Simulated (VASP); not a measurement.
# CrBrO (Pmmn) in VASP: single point with LDA+U

Aim: the single point of CrBrO with LDA+U.

Everything below comes from runs of VASP 6.6.1. Logs are shortened: lines on timing, memory, paths and dates and some standing lists are left out, and cuts for length are marked.

**1. The cell of the first run**

The structure is orthorhombic, space group Pmmn (No. 59). Conventional cell: a = 3.232 Å, b = 3.863 Å, c = 8.360 Å, α = 90.00°, β = 90.00°, γ = 90.00°. Cr (site symmetry mm2) has 4 O at 1.98 to 2.01 Å and 2 Br at 2.44 Å within 2.6 Å. Br (site symmetry mm2) has 2 Cr at 2.44 Å and 1 O at 2.97 Å and 2 Br at 3.23 Å within 3.3 Å. O (site symmetry mm2) has 4 Cr at 1.98 to 2.01 Å and 4 O at 2.59 Å within 2.6 Å.

**2. Single point, LDA+U, collinear spin, antiferromagnetic start**

INCAR reads:

```
SYSTEM = CrBrO
PREC = Accurate
ENCUT = 520
EDIFF = 1E-7
ISMEAR = 0
SIGMA = 0.05
LREAL = .FALSE.
LASPH = .TRUE.
NELM = 150
ALGO = Normal
ISIF = 2
LWAVE = .FALSE.
LCHARG = .FALSE.
ISPIN = 2
MAGMOM = 2.6 -2.6 -0.01 0.01 0 0
LORBIT = 11
LMAXMIX = 4
LDAU = .TRUE.
LDAUTYPE = 2
LDAUL = 2 -1 -1
LDAUU = 1 0 0
LDAUJ = 0 0 0
LDAUPRINT = 1
NBANDS = 38
```

KPOINTS reads:

```
regular mesh
0
G
  6 5 3
  0 0 0
```

POSCAR reads:

```
CrBrO
1.0
    3.2319999400      0.0000000000      0.0000000000
    0.0000000000      3.8629999300      0.0000000000
    0.0000000000      0.0000000000      8.3599998500
Cr Br O
2 2 2
Direct
    0.5000000000      0.5000000000      0.1020000000
    0.0000000000      0.0000000000      0.8980000000
    0.0000000000      0.5000000000      0.3200000000
    0.5000000000      0.0000000000      0.6800000000
    0.0000000000      0.5000000000      0.9650000000
    0.5000000000      0.0000000000      0.0350000000
```

Potentials or basis: VASP PAW LDA potentials, release 64 (Cr_pv, Br, O).

On the command line:

```
$ cat potpaw_LDA.64/Cr_pv/POTCAR potpaw_LDA.64/Br/POTCAR potpaw_LDA.64/O/POTCAR > POTCAR
$ mpirun -np 1 vasp_std > vasp.out
```

OUTCAR:

```text
SYSTEM = CrBrO
   PREC = Accurate
   ENCUT = 520
   EDIFF = 1E-7
   ISMEAR = 0
   LREAL = .FALSE.
   LASPH = .TRUE.
   NELM = 150
   ISIF = 2
   ISPIN = 2
   LORBIT = 11

 ion  position               nearest neighbor table
   1  0.500  0.500  0.102-   5 1.98   5 1.98   6 2.01   6 2.01   3 2.44   3 2.44   2 3.04   2 3.04
                             2 3.04   2 3.04
   2  0.000  0.000  0.898-   6 1.98   6 1.98   5 2.01   5 2.01   4 2.44   4 2.44   1 3.04   1 3.04
                             1 3.04   1 3.04
   3  0.000  0.500  0.320-   1 2.44   1 2.44
   4  0.500  0.000  0.680-   2 2.44   2 2.44
   5  0.000  0.500  0.965-   1 1.98   1 1.98   2 2.01   2 2.01
   6  0.500  0.000  0.035-   2 1.98   2 1.98   1 2.01   1 2.01

  LATTYP: Found a simple orthorhombic cell.
 ALAT       =     3.2319999400
 B/A-ratio  =     1.1952351490
 C/A-ratio  =     2.5866336650

  Lattice vectors:

 A1 = (   3.2319999400,   0.0000000000,   0.0000000000)
 A2 = (   0.0000000000,   3.8629999300,   0.0000000000)
 A3 = (   0.0000000000,   0.0000000000,   8.3599998500)

Analysis of symmetry for initial positions (statically):
=====================================================================
 Subroutine PRICEL returns:
 Original cell was already a primitive cell.

 Routine SETGRP: Setting up the symmetry group for a
 simple orthorhombic supercell.

 Subroutine GETGRP returns: Found  8 space group operations
 (whereof  4 operations were pure point group operations)
 out of a pool of  8 trial point group operations.

The static configuration has the point symmetry C_2v.
 The point group associated with its full space group is D_2h.

Analysis of symmetry for dynamics (positions and initial velocities):
=====================================================================
 Subroutine PRICEL returns:
 Original cell was already a primitive cell.

 Routine SETGRP: Setting up the symmetry group for a
 simple orthorhombic supercell.

 Subroutine GETGRP returns: Found  8 space group operations
 (whereof  4 operations were pure point group operations)
 out of a pool of  8 trial point group operations.

The dynamic configuration has the point symmetry C_2v.
 The point group associated with its full space group is D_2h.

Analysis of structural, dynamic, and magnetic symmetry:
[... 227 lines left out ...]
  o =  0.9250  v =  0.0000  0.0000  0.0000  0.0000  0.0000  1.0000  0.0000  0.0000  0.0000  0.0000      0.0000  0.0000  0.0000  0.0000  0.0000  0.0000  0.0000  0.0000  0.0000  0.0000

 number of electron      49.9999994 magnetization       0.0000000

 Free energy of the ion-electron system (eV)
  ---------------------------------------------------
  ext. energy  EPLUGINS =         0.00000000
  ---------------------------------------------------
  free energy    TOTEN  =       -43.18132148 eV

  energy without entropy =      -43.18132148  energy(sigma->0) =      -43.18132148

 E-fermi :   3.9481     XC(G=0): -10.2143

 val. band max:        3.6851466753   @ k =   0.0000   0.0000   0.0000
 cond. band min:       4.6381471149   @ k =   0.3333   0.0000   0.0000
 fundamental gap:      0.9530004396
 Fermi energy:         3.9481166738

 spin component 1

 k-point     1 :       0.0000    0.0000    0.0000
  band No.  band energies     occupation
      1     -40.4978      1.00000
      2     -40.4596      1.00000
      3     -40.4030      1.00000
      4     -37.9251      1.00000
      5     -37.7845      1.00000
      6     -37.7369      1.00000
[... 949 lines left out ...]
     36      10.4622      0.00000
     37      10.6480      0.00000
 Fermi energy:         3.9481166738

 spin component 2

 k-point     1 :       0.0000    0.0000    0.0000
  band No.  band energies     occupation
      1     -40.4978      1.00000
      2     -40.4596      1.00000
      3     -40.4030      1.00000
      4     -37.9251      1.00000
      5     -37.7845      1.00000
      6     -37.7369      1.00000
[... 949 lines left out ...]
     36      10.4622      0.00000
     37      10.6480      0.00000
 [bands above 37 left out]

------------------------ aborting loop because EDIFF is reached ----------------------------------------

  FORCE on cell =-STRESS in cart. coord.  units (eV):
  Direction    XX          YY          ZZ          XY          YZ          ZX
  --------------------------------------------------------------------------------------
  -------------------------------------------------------------------------------------
  Total        0.3647605     -3.2848882     -0.7622864      0.0000000      0.0000000      0.0000000
  in kB        5.5990726    -50.4230202    -11.7010930      0.0000000      0.0000000      0.0000000
  external PRESSURE =     -18.8416802 kB  Pullay stress =       0.0000000 kB

 VOLUME and BASIS-vectors are now :
 -----------------------------------------------------------------------------
  energy-cutoff  :      520.00
  volume of cell :      104.38
      direct lattice vectors                 reciprocal lattice vectors
     3.231999940  0.000000000  0.000000000     0.309405946  0.000000000  0.000000000
     0.000000000  3.862999930  0.000000000     0.000000000  0.258866171  0.000000000
     0.000000000  0.000000000  8.359999850     0.000000000  0.000000000  0.119617227

 POSITION                                       TOTAL-FORCE (eV/Angst)
 -----------------------------------------------------------------------------------
      1.61600      1.93150      0.85272         0.000000      0.000000     -0.686748
      0.00000      0.00000      7.50728         0.000000      0.000000      0.686748
      0.00000      1.93150      2.67520         0.000000      0.000000      0.090011
      1.61600      0.00000      5.68480         0.000000      0.000000     -0.090011
      0.00000      1.93150      8.06740         0.000000      0.000000     -0.994448
      1.61600      0.00000      0.29260         0.000000      0.000000      0.994448
 -----------------------------------------------------------------------------------
    total drift:                                0.000000      0.000000      0.000000

  FREE ENERGIE OF THE ION-ELECTRON SYSTEM (eV)
  ---------------------------------------------------
  free  energy   TOTEN  =       -43.1813214786 eV

  energy  without entropy=      -43.1813214786  energy(sigma->0) =      -43.18132148

 total charge

# of ion       s       p       d       tot
------------------------------------------
    1        0.289   6.324   4.090  10.703
    2        0.289   6.324   4.090  10.703
    3        1.617   3.249   0.028   4.894
    4        1.617   3.249   0.028   4.894
    5        1.546   3.470   0.000   5.016
    6        1.546   3.470   0.000   5.016
--------------------------------------------------
tot          6.904  26.085   8.237  41.226

 magnetization (x)

# of ion       s       p       d       tot
------------------------------------------
    1        0.018   0.025   2.743   2.785
    2       -0.018  -0.025  -2.743  -2.785
    3       -0.000  -0.010   0.007  -0.003
    4        0.000   0.010  -0.007   0.003
    5       -0.001   0.004   0.000   0.003
    6        0.001  -0.004   0.000  -0.003
--------------------------------------------------
tot          0.000   0.000  -0.000  -0.000
```

It took 2.8 min on 1 thread of Intel Xeon Platinum 8259CL at 2.50GHz (Skylake/Cascade Lake), shared host; peak memory 0.28 GiB.

Results:

```yaml
Free_energy: -43.1813 eV
Pressure: -1.9 GPa
Largest_force: 0.994 eV/Å
Band_gap_on_the_k_mesh: 0.95 eV (least direct gap 0.99 eV)
Net_moment: 0.00 μB per cell
Site_moments: Cr +2.79, -2.79; Br -0.00, +0.00; O +0.00, -0.00 μB
Valence_electrons_inside_the_program's_atomic_spheres: Cr 10.70; Br 4.89; O 5.02
```

Forces on the atoms (eV/Å):
```
Cr   0.000  0.000 -0.687
Cr   0.000  0.000  0.687
Br   0.000  0.000  0.090
Br   0.000  0.000 -0.090
O    0.000  0.000 -0.994
O    0.000  0.000  0.994
```

Eigenvalues of the final occupation matrices:
```csv
site,spin,trace,eigenvalues
site 1 d,1,3.43,0.34 0.35 0.91 0.92 0.93
site 1 d,2,0.69,0.06 0.08 0.08 0.21 0.25
site 2 d,1,0.69,0.06 0.08 0.08 0.21 0.25
site 2 d,2,3.43,0.34 0.35 0.91 0.92 0.93
```

Caveat: an odd mesh through Γ misses points on the zone boundary, where band edges can lie.
